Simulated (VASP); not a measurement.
# Au (Fm-3m) in VASP: notebook

The runs below take Au through single point, relaxation of cell and atoms, with LDA.

All numbers are computed with VASP 6.6.1; they aren't measurements. Logs are shortened: lines on timing, memory, paths and dates and some standing lists are left out, and cuts for length are marked.

## 1. The cell of the first run

The structure is cubic, space group Fm-3m (No. 225). The conventional cell has a = 4.048 Å, b = 4.048 Å, c = 4.048 Å, α = 90.00°, β = 90.00°, γ = 90.00°. Au (site symmetry m-3m) has 12 Au at 2.86 Å within 3.8 Å.

## 2. Single point, LDA

Input file INCAR:

```
PREC = Accurate
ENCUT = 520
EDIFF = 1E-6
ISMEAR = -1
SIGMA = 0.15
LREAL = F
LASPH = T
NELM = 80
ALGO = Fast
ISIF = 2
LWAVE = F
LCHARG = F
NBANDS = 12
```

Input file KPOINTS:

```
regular mesh
0
Gamma
  16 16 16
```

Input file POSCAR:

```
Au
1.0
    0.0000000000      2.0240803250      2.0240803250
    2.0240803250      0.0000000000      2.0240803250
    2.0240803250      2.0240803250      0.0000000000
Au
1
Direct
    0.0000000000      0.0000000000      0.0000000000
```

Potentials or basis: VASP PAW LDA potentials, release 64 (Au).

On the command line:

```sh
$ cat potpaw_LDA.64/Au/POTCAR > POTCAR
$ mpirun -np 1 vasp_std > vasp.out
```

OUTCAR:

```text
PREC = Accurate
   ENCUT = 520
   EDIFF = 1E-6
   ISMEAR = -1
   LREAL = F
   LASPH = T
   NELM = 80
   ISIF = 2

 ion  position               nearest neighbor table
   1  0.000  0.000  0.000-

  LATTYP: Found a face centered cubic cell.
 ALAT       =     4.0481606500

  Lattice vectors:

 A1 = (   0.0000000000,   2.0240803250,   2.0240803250)
 A2 = (   2.0240803250,   0.0000000000,   2.0240803250)
 A3 = (   2.0240803250,   2.0240803250,   0.0000000000)

Analysis of symmetry for initial positions (statically):
=====================================================================
 Subroutine PRICEL returns:
 Original cell was already a primitive cell.

 Routine SETGRP: Setting up the symmetry group for a
 face centered cubic supercell.

 Subroutine GETGRP returns: Found 48 space group operations
 (whereof 48 operations were pure point group operations)
 out of a pool of 48 trial point group operations.

The static configuration has the point symmetry O_h .

Analysis of symmetry for dynamics (positions and initial velocities):
=====================================================================
 Subroutine PRICEL returns:
 Original cell was already a primitive cell.

 Routine SETGRP: Setting up the symmetry group for a
 face centered cubic supercell.

 Subroutine GETGRP returns: Found 48 space group operations
 (whereof 48 operations were pure point group operations)
 out of a pool of 48 trial point group operations.

The dynamic configuration has the point symmetry O_h .

 Subroutine INISYM returns: Found 48 space group operations
 (whereof 48 operations are pure point group operations),
 and found     1 'primitive' translations

----------------------------------------------------------------------------------------

                                     Primitive cell

  volume of cell :      16.5849

  direct lattice vectors                    reciprocal lattice vectors
     0.000000000  2.024080325  2.024080325    -0.247025770  0.247025770  0.247025770
     2.024080325  0.000000000  2.024080325     0.247025770 -0.247025770  0.247025770
     2.024080325  2.024080325  0.000000000     0.247025770  0.247025770 -0.247025770

  length of vectors
     2.862481847  2.862481847  2.862481847     0.427861184  0.427861184  0.427861184

  position of ions in fractional coordinates (direct lattice)
     0.000000000  0.000000000  0.000000000

  ion indices of the primitive-cell ions
   primitive index   ion index
                 1           1

----------------------------------------------------------------------------------------

 KPOINTS: regular mesh

Automatic generation of k-mesh.
 Grid dimensions read from file:
 generate k-points for:   16   16   16

 Generating k-lattice:

  Cartesian coordinates                     Fractional coordinates (reciprocal lattice)
    -0.015439111  0.015439111  0.015439111     0.062500000  0.000000000  0.000000000
     0.015439111 -0.015439111  0.015439111     0.000000000  0.062500000  0.000000000
     0.015439111  0.015439111 -0.015439111     0.000000000  0.000000000  0.062500000

  Length of vectors
     0.026741324  0.026741324  0.026741324

  Shift w.r.t. Gamma in fractional coordinates (k-lattice)
     0.000000000  0.000000000  0.000000000

 Subroutine IBZKPT returns following result:
 ===========================================

 Found    145 irreducible k-points:

 Following reciprocal coordinates:
            Coordinates               Weight
  0.000000  0.000000  0.000000      1.000000
  0.062500  0.000000  0.000000      8.000000
  0.125000  0.000000  0.000000      8.000000
  0.187500  0.000000  0.000000      8.000000
  0.250000  0.000000  0.000000      8.000000
  0.312500  0.000000  0.000000      8.000000
[... 16 lines left out ...]
 -0.125000  0.062500  0.000000     24.000000
 -0.062500  0.062500  0.000000     12.000000
 [... further k-points ...]
   k-points           NKPTS =    145   k-points in BZ     NKDIM =    145   number of bands    NBANDS=     12
   number of dos      NEDOS =    301   number of ions     NIONS =      1
   total plane-waves  NPLWV =  13824
   dimension x,y,z NGX =    24 NGY =   24 NGZ =   24
   dimension x,y,z NGXF=    48 NGYF=   48 NGZF=   48
   ions per type =               1
   NGX,Y,Z   is equivalent  to a cutoff of  13.94, 13.94, 13.94 a.u.
   NGXF,Y,Z  is equivalent  to a cutoff of  27.88, 27.88, 27.88 a.u.
 SYSTEM =  unknown system
   PREC   = accura    normal or accurate (medium, high low for compatibility)
   ISTART =      0    job   : 0-new  1-cont  2-samecut
   ICHARG =      2    charge: 1-file 2-atom 10-const
   ISPIN  =      1    spin polarized calculation?
   LNONCOLLINEAR =      F non collinear calculations
   LSORBIT =      F    spin-orbit coupling
   LASPH  =      T    aspherical Exc in radial PAW
   ENCUT  =  520.0 eV  38.22 Ry    6.18 a.u.   5.32  5.32  5.32*2*pi/ulx,y,z
   NELM   =     80;   NELMIN=  2; NELMDL= -5     # of ELM steps
   EDIFF  = 0.1E-05   stopping-criterion for ELM
   LREAL  =      F    real-space projection
   EDIFFG = 0.1E-04   stopping-criterion for IOM
   NSW    =      0    number of steps for IOM
   IBRION =     -1    ionic relax: 0-MD 1-quasi-New 2-CG
   NFREE  =      0    steps in history (QN), initial steepest desc. (CG)
   ISIF   =      2    stress and relaxation
   ISYM   =      2    0-nonsym 1-usesym 2-fastsym
   POTIM  = 0.5000    time-step for ionic-motion
   TEBEG  =    0.0;   TEEND  =   0.0 temperature during run
   PSTRESS=    0.0 pullay stress
   NELECT =      11.0000    total number of electrons
   NUPDOWN=      -1.0000    fix difference up-down
   EMIN   =  10.00;   EMAX   =-10.00  energy-range for DOS
   EFERMI =   0.00;   METHOD = LEGACY
   ISMEAR =    -1;   SIGMA  =   0.15  broadening in eV -4-tet -1-fermi 0-gaus
   EFERMI_NEDOS =   21; number of points for ismear=-14 and -15
   IALGO  =     68    algorithm
   IMIX   =      4    mixing-type and parameters
     AMIX     =   0.40;   BMIX     =  1.00
     AMIX_MAG =   1.60;   BMIX_MAG =  1.00
  volume/ion in A,a.u.               =      16.58       111.92
  Fermi-wavevector in a.u.,A,eV,Ry     =   1.427692  2.697947 27.732832  2.038306
  Thomas-Fermi vector in A             =   2.547835
   LORBIT       =      0    0 simple, 1 ext, 2 COOP (PROOUT), +10 PAW based schemes
   GGA     = CA    functional components
   LHFCALC =     F    Hartree Fock is set to
   AEXX    =    0.0000 exact exchange contribution
   IVDW    =     0    specifies the selected vdW correction
   LEPSILON=     F    determine dielectric tensor
   LRPA    =     F    only Hartree local field effects (RPA)
 non-spin polarized calculation
 RMM-DIIS sequential band-by-band and
  energy-cutoff  :      520.00
  volume of cell :       16.58
 maximum number of plane-waves:       459
 NGX is ok and might be reduce to    24
   NGX = 11   NGY = 11   NGZ = 11

 number of electron      10.9999999 magnetization

 Free energy of the ion-electron system (eV)
  ---------------------------------------------------
  ext. energy  EPLUGINS =         0.00000000
  ---------------------------------------------------
  free energy    TOTEN  =        -4.45536225 eV

  energy without entropy =       -4.43450311  energy(sigma->0) =       -4.44493268

 E-fermi :   9.7576     XC(G=0): -13.1413

 val. band max:        9.7479340607   @ k =   0.5000   0.3125   0.1250
 cond. band min:       9.7730955309   @ k =   0.5000   0.1875   0.0625
 fundamental gap:      0.0251614702
 Fermi energy:         9.7575952365

 k-point     1 :       0.0000    0.0000    0.0000
  band No.  band energies     occupation
      1      -0.4537      2.00000
      2       4.8897      2.00000
      3       4.8897      2.00000
      4       4.8897      2.00000
      5       6.5034      2.00000
      6       6.5034      2.00000
      7      24.1968      0.00000
      8      28.3085      0.00000
      9      28.3085      0.00000
     10      28.3085      0.00000
     11      33.4266      0.00000
     12      38.3120      0.00000

 k-point     2 :       0.0625    0.0000    0.0000
  band No.  band energies     occupation
      1      -0.3138      2.00000
      2       4.8421      2.00000
      3       4.9392      2.00000
      4       4.9392      2.00000
      5       6.4804      2.00000
      6       6.4804      2.00000
      7      24.3710      0.00000
      8      27.4509      0.00000
      9      28.4840      0.00000
     10      28.4840      0.00000
     11      34.1593      0.00000
     12      36.6730      0.00000

 k-point     3 :       0.1250    0.0000    0.0000
  band No.  band energies     occupation
      1       0.0912      2.00000
      2       4.7274      2.00000
      3       5.0625      2.00000
      4       5.0625      2.00000
      5       6.4398      2.00000
      6       6.4398      2.00000
      7      24.7313      0.00000
      8      25.7642      0.00000
      9      28.9750      0.00000
     10      28.9750      0.00000
     11      33.4737      0.00000
     12      35.8155      0.00000

 k-point     4 :       0.1875    0.0000    0.0000
  band No.  band energies     occupation
      1       0.7048      2.00000
      2       4.6346      2.00000
      3       5.1777      2.00000
      4       5.1777      2.00000
      5       6.4702      2.00000
      6       6.4702      2.00000
      7      23.3967      0.00000
      8      25.4207      0.00000
      9      29.6364      0.00000
     10      29.6364      0.00000
     11      31.9510      0.00000
     12      34.0724      0.00000

 k-point     5 :       0.2500    0.0000    0.0000
  band No.  band energies     occupation
      1       1.3869      2.00000
      2       4.7381      2.00000
      3       5.1856      2.00000
      4       5.1856      2.00000
      5       6.6704      2.00000
      6       6.6704      2.00000
      7      21.0734      0.00000
      8      25.3448      0.00000
      9      29.9495      0.00000
     10      29.9495      0.00000
     11      31.6572      0.00000
     12      32.9306      0.00000
[... 228 lines left out ...]
      1       1.7069      2.00000
      2       4.7080      2.00000
      3       5.1780      2.00000
      4       5.2351      2.00000
      5       6.5118      2.00000
      6       7.1316      2.00000
      7      20.3234      0.00000
      8      25.1878      0.00000
      9      28.0252      0.00000
     10      30.8763      0.00000
     11      31.3416      0.00000
     12      32.6842      0.00000

 k-point    22 :      -0.1875    0.0625    0.0000
  band No.  band energies     occupation
      1       1.0521      2.00000
      2       4.5377      2.00000
      3       5.2303      2.00000
      4       5.2668      2.00000
      5       6.2674      2.00000
      6       6.7846      2.00000
      7      22.7187      0.00000
      8      25.4440      0.00000
      9      28.4289      0.00000
     10      30.6615      0.00000
     11      31.0824      0.00000
     12      33.8316      0.00000

 k-point    23 :      -0.1250    0.0625    0.0000
  band No.  band energies     occupation
      1       0.3956      2.00000
      2       4.6139      2.00000
      3       5.1523      2.00000
      4       5.1743      2.00000
      5       6.2589      2.00000
      6       6.5979      2.00000
      7      24.7196      0.00000
      8      25.3185      0.00000
      9      28.1763      0.00000
     10      29.9729      0.00000
     11      32.1499      0.00000
     12      35.2835      0.00000

 k-point    24 :      -0.0625    0.0625    0.0000
  band No.  band energies     occupation
      1      -0.0847      2.00000
      2       4.7504      2.00000
      3       5.0075      2.00000
      4       5.0440      2.00000
      5       6.3699      2.00000
      6       6.5294      2.00000
      7      24.6336      0.00000
      8      26.6272      0.00000
      9      28.1305      0.00000
     10      29.0752      0.00000
     11      34.1017      0.00000
     12      36.2950      0.00000

 [... further k-points ...]

------------------------ aborting loop because EDIFF is reached ----------------------------------------

  FORCE on cell =-STRESS in cart. coord.  units (eV):
  Direction    XX          YY          ZZ          XY          YZ          ZX
  --------------------------------------------------------------------------------------
  -------------------------------------------------------------------------------------
  Total        0.0548590      0.0548590      0.0548590      0.0000000      0.0000000      0.0000000
  in kB        5.2996267      5.2996267      5.2996267      0.0000000      0.0000000      0.0000000
  external PRESSURE =       5.2996267 kB  Pullay stress =       0.0000000 kB

 VOLUME and BASIS-vectors are now :
 -----------------------------------------------------------------------------
  energy-cutoff  :      520.00
  volume of cell :       16.58
      direct lattice vectors                 reciprocal lattice vectors
     0.000000000  2.024080325  2.024080325    -0.247025770  0.247025770  0.247025770
     2.024080325  0.000000000  2.024080325     0.247025770 -0.247025770  0.247025770
     2.024080325  2.024080325  0.000000000     0.247025770  0.247025770 -0.247025770

 POSITION                                       TOTAL-FORCE (eV/Angst)
 -----------------------------------------------------------------------------------
      0.00000      0.00000      0.00000         0.000000     -0.000000     -0.000000
 -----------------------------------------------------------------------------------
    total drift:                               -0.000000      0.000000     -0.000000

  FREE ENERGIE OF THE ION-ELECTRON SYSTEM (eV)
  ---------------------------------------------------
  free  energy   TOTEN  =        -4.4553622474 eV

  energy  without entropy=       -4.4345031076  energy(sigma->0) =       -4.44493268
```

Wall time 38 s (1 thread of Intel Xeon 8259CL, shared host); peak memory 0.15 GiB.

Results:

```yaml
Free_energy: -4.4554 eV
Pressure: 0.5 GPa
```

Caveat: spin-orbit coupling is left out, which moves the levels of the heavy elements.

(Part 1 of 2 ends here.)
